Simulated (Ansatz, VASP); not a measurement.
**PbS in VASP and in Ansatz**

```xyz
2
Lattice="0.0000 2.9872 2.8976 2.9872 0.0000 2.8976 2.9872 2.9872 0.0000" Properties=species:S:1:pos:R:3 pbc="T T T"
Pb    0.0000    0.0000    0.0000
S     2.9872    2.9872    2.8976
```

Change from the starting cell: uniaxial_z strain -3.0%.

Alike in both runs: task single point; functional PBE; k mesh 8 × 8 × 8; occupations fermi-dirac, width 0.02 eV; no spin polarisation.

```csv
,VASP,Ansatz
version,VASP 6.6.1,Ansatz 0.2.0
potentials or method,"VASP PAW PBE potentials, release 64 (Pb_d, S)","plane waves, PAW"
plane-wave cutoff (eV),520,420
valence electrons in the cell,20,20
```

```tsv
	VASP	Ansatz	Ansatz less VASP
pressure (GPa)	2.9	2.9	+0.09
traceless stress, the component that is largest in VASP (GPa)	2.92	2.92	-0.001
```

Neither program's run includes spin-orbit coupling.
